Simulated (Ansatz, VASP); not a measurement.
## Os in VASP and in Ansatz

```
Os
1.0
     2.75593    0.00000    0.00000
    -1.37796    2.38670    0.00000
     0.00000    0.00000    4.34265
Os
2
Direct
  0.33333 0.66667 0.25000
  0.66667 0.33333 0.75000
```

Alike in both runs: functional PBE; k mesh 13 × 13 × 7; occupations fermi-dirac, width 0.1 eV; no spin polarisation.

Ansatz relaxed the structure, and its values are those at the end. VASP's run is a single point on that final structure, the one shown.

|  | VASP | Ansatz |
| --- | --- | --- |
| version | VASP 6.6.1 | Ansatz 0.2.0 |
| potentials or method | VASP PAW PBE potentials, release 64 (Os), cutoff 520 eV | plane waves (420 eV) with PAW, scalar-relativistic |
| valence electrons in the cell | 16 | 32 |

|  | VASP | Ansatz | Ansatz less VASP |
| --- | --- | --- | --- |
| pressure (GPa) | -0.2 | 0.0 | +0.14 |

VASP's potentials hold 16 valence electrons a cell and Ansatz's 32, so a difference there can come from the potentials and not from the codes.

Neither program's run includes spin-orbit coupling.
